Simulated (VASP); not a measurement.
# BaH2 (P6_3/mmc) in VASP: a series of runs, part 2 of 2

VASP 6.6.1. The steps go on from the part before.

## (5) Single point, PBEsol

This run uses another cell than the first one, of 16.08 Å³/atom.

INCAR reads:

```
SYSTEM = BaH2
ALGO = Normal
EDIFF = 1E-7
ENCUT = 520
GGA = PS
ISIF = 2
ISMEAR = 0
LASPH = .True.
LCHARG = .True.
LELF = .True.
LREAL = .False.
LVHAR = .True.
LWAVE = .False.
NBANDS = 21
NELM = 60
PREC = Accurate
SIGMA = 0.02
```

KPOINTS reads:

```
k-points
0
Gamma
  6 6 6
  0 0 0
```

POSCAR reads:

```
BaH2
1.0
    4.3846172011      0.0000000000      0.0000000000
   -2.1923086006      3.7971898820      0.0000000000
    0.0000000000      0.0000000000      5.7961609267
Ba H
2 4
Direct
    0.6666666667      0.3333333333      0.7500000000
    0.3333333333      0.6666666667      0.2500000000
    0.3333333333      0.6666666667      0.7500000000
    0.6666666667      0.3333333333      0.2500000000
    0.0000000000      0.0000000000      0.5000000000
    0.0000000000      0.0000000000      0.0000000000
```

Potentials or basis: VASP PAW PBE potentials, release 64 (Ba_sv, H).

The run is started by

```sh
cat potpaw_PBE.64/Ba_sv/POTCAR potpaw_PBE.64/H/POTCAR > POTCAR
mpirun -np 1 vasp_std > vasp.out
```

OUTCAR:

```text
SYSTEM = BaH2
   EDIFF = 1E-7
   ENCUT = 520
   GGA = PS
   ISIF = 2
   ISMEAR = 0
   LASPH = .True.
   LREAL = .False.
   NELM = 60
   PREC = Accurate

 ion  position               nearest neighbor table
   1  0.667  0.333  0.750-   3 2.53   3 2.53   3 2.53   2 3.85   2 3.85   2 3.85   2 3.85   2 3.85
                             2 3.85
   2  0.333  0.667  0.250-   4 2.53   4 2.53   4 2.53   1 3.85   1 3.85   1 3.85   1 3.85   1 3.85
                             1 3.85
   3  0.333  0.667  0.750-   1 2.53   1 2.53   1 2.53
   4  0.667  0.333  0.250-   2 2.53   2 2.53   2 2.53
   5  0.000  0.000  0.500-
   6  0.000  0.000  0.000-

  LATTYP: Found a hexagonal cell.
 ALAT       =     4.3846172011
 C/A-ratio  =     1.3219308918

  Lattice vectors:

 A1 = (   4.3846172011,   0.0000000000,   0.0000000000)
 A2 = (  -2.1923086006,   3.7971898820,   0.0000000000)
 A3 = (   0.0000000000,   0.0000000000,   5.7961609267)

Analysis of symmetry for initial positions (statically):
=====================================================================
 Subroutine PRICEL returns:
 Original cell was already a primitive cell.

 Routine SETGRP: Setting up the symmetry group for a
 hexagonal supercell.

 Subroutine GETGRP returns: Found 24 space group operations
 (whereof 12 operations were pure point group operations)
 out of a pool of 24 trial point group operations.

The static configuration has the point symmetry D_3d.
 The point group associated with its full space group is D_6h.

Analysis of symmetry for dynamics (positions and initial velocities):
=====================================================================
 Subroutine PRICEL returns:
 Original cell was already a primitive cell.

 Routine SETGRP: Setting up the symmetry group for a
 hexagonal supercell.

 Subroutine GETGRP returns: Found 24 space group operations
[... 132 lines left out ...]
     AMIX_MAG =   1.60;   BMIX_MAG =  1.00
  volume/ion in A,a.u.               =      16.08       108.54
  Fermi-wavevector in a.u.,A,eV,Ry     =   1.029518  1.945506 14.420903  1.059906
  Thomas-Fermi vector in A             =   2.163569
   LORBIT       =      0    0 simple, 1 ext, 2 COOP (PROOUT), +10 PAW based schemes
   GGA     = PS    functional components
   LHFCALC =     F    Hartree Fock is set to
   AEXX    =    0.0000 exact exchange contribution
   IVDW    =     0    specifies the selected vdW correction
   LEPSILON=     F    determine dielectric tensor
   LRPA    =     F    only Hartree local field effects (RPA)
 non-spin polarized calculation
 Gauss-broadening in eV      SIGMA  =   0.02
  energy-cutoff  :      520.00
  volume of cell :       96.50
 maximum number of plane-waves:      2616
 NGX is ok and might be reduce to    36
   NGX = 17   NGY = 17   NGZ = 21

 number of electron      23.9999997 magnetization

 Free energy of the ion-electron system (eV)
  ---------------------------------------------------
  ext. energy  EPLUGINS =         0.00000000
  ---------------------------------------------------
  free energy    TOTEN  =       -20.46053989 eV

  energy without entropy =      -20.46053989  energy(sigma->0) =      -20.46053989

 E-fermi :   1.4564     XC(G=0):  -9.1533

 val. band max:        1.3612206309   @ k =   0.0000   0.0000   0.1667
 cond. band min:       2.8927994311   @ k =   0.3333   0.3333   0.5000
 fundamental gap:      1.5315788002
 Fermi energy:         1.4563950041

 k-point     1 :       0.0000    0.0000    0.0000
  band No.  band energies     occupation
      1     -25.6171      2.00000
      2     -25.3588      2.00000
      3     -11.6079      2.00000
      4     -10.6316      2.00000
      5     -10.6316      2.00000
      6     -10.2915      2.00000
[... 565 lines left out ...]
     20       7.5881      0.00000
     21       8.8791      0.00000

 [... further k-points ...]

------------------------ aborting loop because EDIFF is reached ----------------------------------------

  FORCE on cell =-STRESS in cart. coord.  units (eV):
  Direction    XX          YY          ZZ          XY          YZ          ZX
  --------------------------------------------------------------------------------------
  -------------------------------------------------------------------------------------
  Total        0.4712166      0.4712166      0.4368531     -0.0000000     -0.0000000     -0.0000000
  in kB        7.8234220      7.8234220      7.2528978     -0.0000000     -0.0000000     -0.0000000
  external PRESSURE =       7.6332473 kB  Pullay stress =       0.0000000 kB

 VOLUME and BASIS-vectors are now :
 -----------------------------------------------------------------------------
  energy-cutoff  :      520.00
  volume of cell :       96.50
      direct lattice vectors                 reciprocal lattice vectors
     4.384617201  0.000000000  0.000000000     0.228070081  0.131676323  0.000000000
    -2.192308601  3.797189882  0.000000000     0.000000000  0.263352645  0.000000000
     0.000000000  0.000000000  5.796160927     0.000000000  0.000000000  0.172527991

 POSITION                                       TOTAL-FORCE (eV/Angst)
 -----------------------------------------------------------------------------------
      2.19231      1.26573      4.34712        -0.000000      0.000000      0.000000
     -0.00000      2.53146      1.44904         0.000000     -0.000000     -0.000000
     -0.00000      2.53146      4.34712        -0.000000      0.000000      0.000000
      2.19231      1.26573      1.44904         0.000000     -0.000000      0.000000
      0.00000      0.00000      2.89808        -0.000000     -0.000000      0.000000
      0.00000      0.00000      0.00000        -0.000000     -0.000000      0.000000
 -----------------------------------------------------------------------------------
    total drift:                               -0.000000      0.000000     -0.000000

  FREE ENERGIE OF THE ION-ELECTRON SYSTEM (eV)
  ---------------------------------------------------
  free  energy   TOTEN  =       -20.4605398912 eV

  energy  without entropy=      -20.4605398912  energy(sigma->0) =      -20.46053989
```

OSZICAR:

```text
N       E                     dE             d eps       ncg     rms          rms(c)
DAV:   1     0.127582630367E+03    0.12758E+03   -0.10073E+04  1176   0.964E+02
DAV:   2    -0.134334725153E+02   -0.14102E+03   -0.13605E+03  1670   0.192E+02
DAV:   3    -0.215586785840E+02   -0.81252E+01   -0.80821E+01  1527   0.463E+01
DAV:   4    -0.217069980272E+02   -0.14832E+00   -0.14823E+00  1659   0.526E+00
DAV:   5    -0.217100102884E+02   -0.30123E-02   -0.30122E-02  1540   0.554E-01    0.779E+00
DAV:   6    -0.206883256829E+02    0.10217E+01   -0.10255E+00  1361   0.423E+00    0.442E+00
DAV:   7    -0.204537364856E+02    0.23459E+00   -0.11396E+00  1399   0.425E+00    0.961E-01
DAV:   8    -0.204605220893E+02   -0.67856E-02   -0.10330E-01  1324   0.136E+00    0.221E-01
DAV:   9    -0.204610411730E+02   -0.51908E-03   -0.11865E-02  1371   0.441E-01    0.168E-01
DAV:  10    -0.204605224749E+02    0.51870E-03   -0.26816E-03  1351   0.224E-01    0.143E-02
DAV:  11    -0.204605469333E+02   -0.24458E-04   -0.15771E-04  1615   0.517E-02    0.210E-02
DAV:  12    -0.204605400544E+02    0.68789E-05   -0.15529E-05  1443   0.200E-02    0.108E-02
DAV:  13    -0.204605401892E+02   -0.13485E-06   -0.17735E-06  1541   0.629E-03    0.283E-03
DAV:  14    -0.204605399528E+02    0.23648E-06   -0.21376E-07  1172   0.212E-03    0.993E-04
DAV:  15    -0.204605398912E+02    0.61592E-07   -0.12372E-07  1111   0.138E-03
   1 F= -.20460540E+02 E0= -.20460540E+02  d E =-.152951E-13
```

stdout:

```text
POSCAR found type information on POSCAR BaH
 POSCAR found :  2 types and       6 ions
 scaLAPACK will be used
 -----------------------------------------------------------------------------
|                                                                             |
|                                                                             |
|     You enforced a specific xc type in the INCAR file but a different       |
|     I HOPE YOU KNOW WHAT YOU ARE DOING!                                     |
|                                                                             |
 -----------------------------------------------------------------------------

 LDA part: xc-table for (Slater+PW92), standard interpolation
 POSCAR, INCAR and KPOINTS ok, starting setup
 FFT: planning ... GRIDC
 FFT: planning ... GRID_SOFT
 FFT: planning ... GRID
 WAVECAR not read
 entering main loop
```

Wall time 2.7 min (1 thread of Intel Xeon 8259CL, shared host); peak memory 0.26 GiB.

What came out:

* Free energy: -20.4605 eV
* Pressure: 0.8 GPa
* Band gap on the k mesh: 1.53 eV (least direct gap 2.44 eV)

Caveat: the PAW data sets were made with another functional, which shifts forces and pressure a little; spin-orbit coupling is left out, which moves the levels of the heavy elements. A k mesh can miss the band edges.

## (6) Summary

| cell | gap on the mesh (eV) | pressure (GPa) |
| --- | --- | --- |
| a = 4.320, b = 4.320, c = 5.611 Å, angles 90.0, 90.0, 120.0°, 6 atoms | 1.63 | 3.4 |
| a = 4.354, b = 4.354, c = 5.703 Å, angles 90.0, 90.0, 120.0°, 6 atoms | 1.58 | 2.0 |
| a = 4.385, b = 4.385, c = 5.796 Å, angles 90.0, 90.0, 120.0°, 6 atoms | 1.53 | 0.8 |

Alike in all rows: task single point; level PBEsol; potentials or basis VASP PAW PBE potentials, release 64 (Ba_sv, H); no spin polarisation; k mesh 6 × 6 × 6; cutoff (eV) 520; smearing gaussian 0.02 eV.

Caveats: the PAW data sets were made with another functional, which shifts forces and pressure a little; spin-orbit coupling is left out, which moves the levels of the heavy elements; the cell stands under pressure (at least some runs).

Absolute energies hang on the potentials; compare differences alone.
